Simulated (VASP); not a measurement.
# WSe2 (P-6m2) in VASP: further runs

Runs on WSe2. Level: r2SCAN. Tasks: single point.

Program: VASP 6.6.1. These are calculated values, not measurements. Logs are shortened: lines on timing, memory, paths and dates and some standing lists are left out, and cuts for length are marked.

### 1 The cell of the first run

It takes space group P-6m2 (No. 187, hexagonal). The conventional cell has a = 3.162 Å, b = 3.162 Å, c = 6.889 Å, α = 90.00°, β = 90.00°, γ = 120.00°. Within 3.3 Å of W (site symmetry -6m2) lie 6 Se at 2.50 Å and 6 W at 3.16 Å. Within 3.5 Å of Se (site symmetry 3m) lie 3 W at 2.50 Å and 8 Se at 3.16 to 3.47 Å.

### 2 Single point, r2SCAN (strain -4.1%)

POSCAR

```
WSe2
1.0
    3.1616982637      0.0000000000      0.0000000000
   -1.5808491319      2.7381110155      0.0000000000
    0.0000000000      0.0000000000      6.8890030931
W Se
1 2
Direct
    0.0000000000      0.0000000000      0.0000000000
    0.3333333333      0.6666666667      0.2479687316
    0.3333333333      0.6666666667      0.7520312684
```

INCAR.step1

```
SYSTEM = WSe2
  ALGO = Normal
  EDIFF = 1E-4
  ENCUT = 520
  GGA = PE
  ISMEAR = 0
  LASPH = .TRUE.
  LCHARG = .FALSE.
  LREAL = .FALSE.
  LWAVE = .TRUE.
  NBANDS = 20
  NELM = 100
  PREC = Accurate
  SIGMA = 0.01
```

INCAR.step2

```
SYSTEM = WSe2
  ALGO = Normal
  EDIFF = 1E-7
  ENCUT = 520
  ISIF = 2
  ISMEAR = 0
  ISTART = 1
  LASPH = .TRUE.
  LCHARG = .FALSE.
  LMIXTAU = .TRUE.
  LREAL = .FALSE.
  LWAVE = .FALSE.
  METAGGA = R2SCAN
  NBANDS = 20
  NELM = 100
  PREC = Accurate
  SIGMA = 0.01
```

KPOINTS

```
k-points
0
G
  12 12 4
  0 0 0
```

Potentials or basis: VASP PAW PBE potentials, release 64 (W_sv, Se).

Command:

```sh
cat potpaw_PBE.64/W_sv/POTCAR potpaw_PBE.64/Se/POTCAR > POTCAR
cp INCAR.step1 INCAR
mpirun -np 1 vasp_std > vasp.out
cp INCAR.step2 INCAR
mpirun -np 1 vasp_std > vasp.out
```

OUTCAR:

```text
SYSTEM = WSe2
   EDIFF = 1E-7
   ENCUT = 520
   ISIF = 2
   ISMEAR = 0
   ISTART = 1
   LASPH = .TRUE.
   LREAL = .FALSE.
   METAGGA = R2SCAN
   NELM = 100
   PREC = Accurate

 ion  position               nearest neighbor table
   1  0.000  0.000  0.000-   2 2.50   3 2.50   2 2.50   3 2.50   2 2.50   3 2.50
   2  0.333  0.667  0.248-   1 2.50   1 2.50   1 2.50
   3  0.333  0.667  0.752-   1 2.50   1 2.50   1 2.50

  LATTYP: Found a hexagonal cell.
 ALAT       =     3.1616982637
 C/A-ratio  =     2.1788932778

  Lattice vectors:

 A1 = (   3.1616982637,   0.0000000000,   0.0000000000)
 A2 = (  -1.5808491319,   2.7381110155,   0.0000000000)
 A3 = (   0.0000000000,   0.0000000000,   6.8890030931)

Analysis of symmetry for initial positions (statically):
=====================================================================
 Subroutine PRICEL returns:
 Original cell was already a primitive cell.

 Routine SETGRP: Setting up the symmetry group for a
 hexagonal supercell.

 Subroutine GETGRP returns: Found 12 space group operations
 (whereof 12 operations were pure point group operations)
 out of a pool of 24 trial point group operations.

The static configuration has the point symmetry D_3h.

Analysis of symmetry for dynamics (positions and initial velocities):
=====================================================================
 Subroutine PRICEL returns:
 Original cell was already a primitive cell.

 Routine SETGRP: Setting up the symmetry group for a
 hexagonal supercell.

 Subroutine GETGRP returns: Found 12 space group operations
 (whereof 12 operations were pure point group operations)
 out of a pool of 24 trial point group operations.

The dynamic configuration has the point symmetry D_3h.

 Subroutine INISYM returns: Found 12 space group operations
 (whereof 12 operations are pure point group operations),
 and found     1 'primitive' translations

----------------------------------------------------------------------------------------

                                     Primitive cell

  volume of cell :      59.6387

  direct lattice vectors                    reciprocal lattice vectors
     3.161698264  0.000000000  0.000000000     0.316285716  0.182607643  0.000000000
    -1.580849132  2.738111015  0.000000000     0.000000000  0.365215287  0.000000000
     0.000000000  0.000000000  6.889003093     0.000000000  0.000000000  0.145158884

  length of vectors
     3.161698264  3.161698264  6.889003093     0.365215287  0.365215287  0.145158884

  position of ions in fractional coordinates (direct lattice)
     0.000000000  0.000000000  0.000000000
     0.333333333  0.666666667  0.247968732
     0.333333333  0.666666667  0.752031268

  ion indices of the primitive-cell ions
   primitive index   ion index
                 1           1
                 2           2
                 3           3

----------------------------------------------------------------------------------------

 KPOINTS: k-points

Automatic generation of k-mesh.
 Grid dimensions read from file:
 generate k-points for:   12   12    4

 Generating k-lattice:

  Cartesian coordinates                     Fractional coordinates (reciprocal lattice)
     0.026357143  0.015217304  0.000000000     0.083333333  0.000000000  0.000000000
     0.000000000  0.030434607  0.000000000     0.000000000  0.083333333  0.000000000
     0.000000000  0.000000000  0.036289721     0.000000000  0.000000000  0.250000000

  Length of vectors
     0.030434607  0.030434607  0.036289721

  Shift w.r.t. Gamma in fractional coordinates (k-lattice)
     0.000000000  0.000000000  0.000000000

 Subroutine IBZKPT returns following result:
 ===========================================

 Found     57 irreducible k-points:

 Following reciprocal coordinates:
            Coordinates               Weight
  0.000000  0.000000  0.000000      1.000000
  0.083333 -0.000000  0.000000      6.000000
  0.166667 -0.000000  0.000000      6.000000
  0.250000  0.000000  0.000000      6.000000
  0.333333 -0.000000  0.000000      6.000000
  0.416667 -0.000000  0.000000      6.000000
[... 16 lines left out ...]
  0.250000  0.000000  0.250000     12.000000
  0.333333 -0.000000  0.250000     12.000000
 [... further k-points ...]
   k-points           NKPTS =     57   k-points in BZ     NKDIM =     57   number of bands    NBANDS=     20
   number of dos      NEDOS =    301   number of ions     NIONS =      3
   total plane-waves  NPLWV =  31104
   dimension x,y,z NGX =    24 NGY =   24 NGZ =   54
   dimension x,y,z NGXF=    48 NGYF=   48 NGZF=  108
   ions per type =               1   2
   NGX,Y,Z   is equivalent  to a cutoff of  12.62, 12.62, 13.03 a.u.
   NGXF,Y,Z  is equivalent  to a cutoff of  25.24, 25.24, 26.06 a.u.
 SYSTEM =  WSe2
   PREC   = accura    normal or accurate (medium, high low for compatibility)
   ISTART =      1    job   : 0-new  1-cont  2-samecut
   ICHARG =      0    charge: 1-file 2-atom 10-const
   ISPIN  =      1    spin polarized calculation?
   LNONCOLLINEAR =      F non collinear calculations
   LSORBIT =      F    spin-orbit coupling
   LASPH  =      T    aspherical Exc in radial PAW
   ENCUT  =  520.0 eV  38.22 Ry    6.18 a.u.   5.88  5.88 12.81*2*pi/ulx,y,z
   NELM   =    100;   NELMIN=  2; NELMDL=  0     # of ELM steps
   EDIFF  = 0.1E-06   stopping-criterion for ELM
   LREAL  =      F    real-space projection
   EDIFFG = 0.1E-05   stopping-criterion for IOM
   NSW    =      0    number of steps for IOM
   IBRION =     -1    ionic relax: 0-MD 1-quasi-New 2-CG
   NFREE  =      0    steps in history (QN), initial steepest desc. (CG)
   ISIF   =      2    stress and relaxation
   ISYM   =      2    0-nonsym 1-usesym 2-fastsym
   POTIM  = 0.5000    time-step for ionic-motion
   TEBEG  =    0.0;   TEEND  =   0.0 temperature during run
   PSTRESS=    0.0 pullay stress
   NELECT =      26.0000    total number of electrons
   NUPDOWN=      -1.0000    fix difference up-down
   EMIN   =  10.00;   EMAX   =-10.00  energy-range for DOS
   EFERMI =   0.00;   METHOD = LEGACY
   ISMEAR =     0;   SIGMA  =   0.01  broadening in eV -4-tet -1-fermi 0-gaus
   EFERMI_NEDOS =   21; number of points for ismear=-14 and -15
   IALGO  =     38    algorithm
   IMIX   =      4    mixing-type and parameters
     AMIX     =   0.40;   BMIX     =  1.00
     AMIX_MAG =   1.60;   BMIX_MAG =  1.00
  volume/ion in A,a.u.               =      19.88       134.15
  Fermi-wavevector in a.u.,A,eV,Ry     =   1.241338  2.345788 20.965485  1.540920
  Thomas-Fermi vector in A             =   2.375740
   LORBIT       =      0    0 simple, 1 ext, 2 COOP (PROOUT), +10 PAW based schemes
   METAGGA = R2SCAN    functional components
   LHFCALC =     F    Hartree Fock is set to
   AEXX    =    0.0000 exact exchange contribution
   IVDW    =     0    specifies the selected vdW correction
   LEPSILON=     F    determine dielectric tensor
   LRPA    =     F    only Hartree local field effects (RPA)
 non-spin polarized calculation
 Gauss-broadening in eV      SIGMA  =   0.01
  energy-cutoff  :      520.00
  volume of cell :       59.64
 maximum number of plane-waves:      1624
 NGX is ok and might be reduce to    24
   NGX = 11   NGY = 11   NGZ = 25

 number of electron      25.9999997 magnetization

 Free energy of the ion-electron system (eV)
  ---------------------------------------------------
  ext. energy  EPLUGINS =         0.00000000
  ---------------------------------------------------
  free energy    TOTEN  =       -81.46882658 eV

  energy without entropy =      -81.46882658  energy(sigma->0) =      -81.46882658

 E-fermi :   6.1870     XC(G=0): -11.4041

 val. band max:        6.0504385239   @ k =   0.3333   0.3333   0.5000
 cond. band min:       7.2406642023   @ k =   0.1667   0.1667   0.0000
 fundamental gap:      1.1902256785
 Fermi energy:         6.1870364944

 k-point     1 :       0.0000    0.0000    0.0000
  band No.  band energies     occupation
      1     -69.8122      2.00000
      2     -33.5205      2.00000
      3     -33.2352      2.00000
      4     -33.2352      2.00000
      5     -10.0163      2.00000
      6      -8.4832      2.00000
[... 12 lines left out ...]
     19      14.4300      0.00000
     20      16.0750      0.00000

 k-point     2 :       0.0833   -0.0000    0.0000
  band No.  band energies     occupation
      1     -69.8108      2.00000
      2     -33.5155      2.00000
      3     -33.2613      2.00000
      4     -33.2412      2.00000
      5      -9.8886      2.00000
      6      -8.4161      2.00000
[... 12 lines left out ...]
     19      14.6862      0.00000
     20      16.6898      0.00000

 k-point     3 :       0.1667   -0.0000    0.0000
  band No.  band energies     occupation
      1     -69.8069      2.00000
      2     -33.5016      2.00000
      3     -33.3318      2.00000
      4     -33.2576      2.00000
      5      -9.5205      2.00000
      6      -8.2229      2.00000
[... 12 lines left out ...]
     19      15.5725      0.00000
     20      16.0647      0.00000

 k-point     4 :       0.2500    0.0000    0.0000
  band No.  band energies     occupation
      1     -69.8016      2.00000
      2     -33.4825      2.00000
      3     -33.4269      2.00000
      4     -33.2799      2.00000
      5      -8.9591      2.00000
      6      -7.9310      2.00000
[... 12 lines left out ...]
     19      14.9796      0.00000
     20      15.6453      0.00000

 k-point     5 :       0.3333   -0.0000    0.0000
  band No.  band energies     occupation
      1     -69.7964      2.00000
      2     -33.5204      2.00000
      3     -33.4635      2.00000
      4     -33.3020      2.00000
      5      -8.2965      2.00000
      6      -7.5969      2.00000
[... 12 lines left out ...]
     19      13.8442      0.00000
     20      14.7607      0.00000
[... 353 lines left out ...]
      6      -8.5385      2.00000
[... 12 lines left out ...]
     19      14.8056      0.00000
     20      16.3985      0.00000

 k-point    22 :       0.1667   -0.0000    0.2500
  band No.  band energies     occupation
      1     -69.8069      2.00000
      2     -33.5016      2.00000
      3     -33.3318      2.00000
      4     -33.2576      2.00000
      5      -9.4505      2.00000
      6      -8.3377      2.00000
[... 12 lines left out ...]
     19      15.4436      0.00000
     20      16.1433      0.00000

 k-point    23 :       0.2500    0.0000    0.2500
  band No.  band energies     occupation
      1     -69.8016      2.00000
      2     -33.4825      2.00000
      3     -33.4269      2.00000
      4     -33.2799      2.00000
      5      -8.8897      2.00000
      6      -8.0338      2.00000
[... 12 lines left out ...]
     19      14.6758      0.00000
     20      15.7405      0.00000

 k-point    24 :       0.3333   -0.0000    0.2500
  band No.  band energies     occupation
      1     -69.7963      2.00000
      2     -33.5204      2.00000
      3     -33.4635      2.00000
      4     -33.3020      2.00000
      5      -8.2310      2.00000
      6      -7.6829      2.00000
[... 12 lines left out ...]
     19      13.7995      0.00000
     20      14.9301      0.00000

 [... further k-points ...]
[... 5 lines left out ...]
  --------------------------------------------------------------------------------------
  -------------------------------------------------------------------------------------
  Total        5.1372570      5.1372570      2.1418017     -0.0000000      0.0000000      0.0000000
  in kB      138.0111028    138.0111028     57.5389584     -0.0000000      0.0000000      0.0000000
  external PRESSURE =     111.1870546 kB  Pullay stress =       0.0000000 kB

 VOLUME and BASIS-vectors are now :
 -----------------------------------------------------------------------------
  energy-cutoff  :      520.00
  volume of cell :       59.64
      direct lattice vectors                 reciprocal lattice vectors
     3.161698264  0.000000000  0.000000000     0.316285716  0.182607643  0.000000000
    -1.580849132  2.738111015  0.000000000     0.000000000  0.365215287  0.000000000
     0.000000000  0.000000000  6.889003093     0.000000000  0.000000000  0.145158884

 POSITION                                       TOTAL-FORCE (eV/Angst)
 -----------------------------------------------------------------------------------
      0.00000      0.00000      0.00000        -0.000000      0.000000      0.000000
     -0.00000      1.82541      1.70826         0.000000     -0.000000      0.024753
     -0.00000      1.82541      5.18075         0.000000      0.000000     -0.024753
 -----------------------------------------------------------------------------------
    total drift:                                0.000000     -0.000000     -0.000000

  FREE ENERGIE OF THE ION-ELECTRON SYSTEM (eV)
  ---------------------------------------------------
  free  energy   TOTEN  =       -81.4688265849 eV

  energy  without entropy=      -81.4688265849  energy(sigma->0) =      -81.46882658
```

Run time: 3.7 min. Hardware: 1 thread of Intel Xeon Platinum 8259CL at 2.50GHz (Skylake/Cascade Lake), shared host; peak memory 0.22 GiB.

What came out:

```yaml
Free_energy: -81.4688 eV
Pressure: 11.1 GPa
Largest_force: 0.025 eV/Å
Band_gap_on_the_k_mesh: 1.19 eV (least direct gap 2.19 eV)
```

Forces in eV/Å, atoms in the order of the input:
```
W    0.000  0.000  0.000
Se   0.000  0.000  0.025
Se   0.000  0.000 -0.025
```

Levels at points of the mesh, in eV from the valence-band top:
| k point | band 11 | band 12 | band 13 | band 14 | band 15 | band 16 |
| --- | --- | --- | --- | --- | --- | --- |
| (0.00, 0.00, 0.00) | -1.41 | -0.98 | -0.98 | 3.48 | 3.48 | 3.55 |
| (0.50, 0.00, 0.00) | -2.16 | -1.55 | -0.80 | 2.66 | 3.11 | 4.67 |
| (0.00, 0.00, 0.50) | -1.01 | -1.01 | -0.23 | 3.42 | 3.42 | 3.66 |
| (0.50, 0.00, 0.50) | -3.14 | -0.95 | -0.66 | 3.13 | 3.38 | 3.52 |

Caveat: the cell differs from its parent crystal (strain -4.1%); the cell stands under pressure; the PAW data sets were made with another functional, which shifts forces and pressure a little; spin-orbit coupling is left out, which moves the levels of the heavy elements. A k mesh can miss the band edges.

### 3 Single point, r2SCAN (uniaxial z strain -0.4%)

POSCAR

```
WSe2
1.0
    3.2972137488      0.0000000000      0.0000000000
   -1.6486068744      2.8554708682      0.0000000000
    0.0000000000      0.0000000000      7.1548213373
W Se
1 2
Direct
    0.0000000000      0.0000000000      0.0000000000
    0.3333333333      0.6666666667      0.2328179824
    0.3333333333      0.6666666667      0.7671820176
```

INCAR.step1

```
PREC = Accurate
ENCUT = 520
ISMEAR = 0
SIGMA = 0.01
LREAL = False
LASPH = True
NELM = 60
NBANDS = 20
GGA = PE
ALGO = Normal
EDIFF = 1E-4
LWAVE = True
LCHARG = False
```

INCAR.step2

```
PREC = Accurate
ENCUT = 520
EDIFF = 1E-6
ISMEAR = 0
SIGMA = 0.01
LREAL = False
LASPH = True
NELM = 60
ALGO = Normal
ISIF = 2
LWAVE = False
LCHARG = True
METAGGA = R2SCAN
LMIXTAU = True
LELF = True
LVHAR = True
NBANDS = 20
ISTART = 1
```

KPOINTS

```
regular mesh
0
Gamma
  12 12 4
```

Potentials or basis: VASP PAW PBE potentials, release 64 (W_sv, Se).

Command:

```sh
cat potpaw_PBE.64/W_sv/POTCAR potpaw_PBE.64/Se/POTCAR > POTCAR
cp INCAR.step1 INCAR
mpirun -np 1 vasp_std > vasp.out
cp INCAR.step2 INCAR
mpirun -np 1 vasp_std > vasp.out
```

It took 4.3 min on 1 thread of Intel Xeon Platinum 8259CL at 2.50GHz (Skylake/Cascade Lake), shared host; peak memory 0.25 GiB.

The run converged. Its results:

```
Free energy            : -81.7502 eV
Pressure               : 1.5 GPa
Largest force          : 0.022 eV/Å
Band gap on the k mesh : 1.47 eV (least direct gap 1.67 eV)
```

Forces in eV/Å, atoms in the order of the input:
```
W    0.000  0.000  0.000
Se   0.000  0.000  0.022
Se   0.000  0.000 -0.022
```

Levels at points of the mesh, in eV from the valence-band top:
| k point | band 9 | band 10 | band 11 | band 12 | band 13 | band 14 | band 15 | band 16 | band 17 | band 18 |
| --- | --- | --- | --- | --- | --- | --- | --- | --- | --- | --- |
| (0.00, 0.00, 0.00) | -2.63 | -1.66 | -1.44 | -1.44 | -0.77 | 3.06 | 3.06 | 3.15 | 3.15 | 4.99 |
| (0.50, 0.00, 0.00) | -4.70 | -3.28 | -2.02 | -1.30 | -1.20 | 2.46 | 2.70 | 4.25 | 4.35 | 4.65 |
| (0.00, 0.00, 0.50) | -2.62 | -2.62 | -1.46 | -1.46 | 0.00 | 2.99 | 2.99 | 3.24 | 3.24 | 5.73 |
| (0.50, 0.00, 0.50) | -4.33 | -3.31 | -2.75 | -1.13 | -1.00 | 2.47 | 2.93 | 3.59 | 4.46 | 5.21 |

Caveat: the cell differs from its parent crystal (uniaxial z strain -0.4%); the PAW data sets were made with another functional, which shifts forces and pressure a little; spin-orbit coupling is left out, which moves the levels of the heavy elements. A k mesh can miss the band edges.
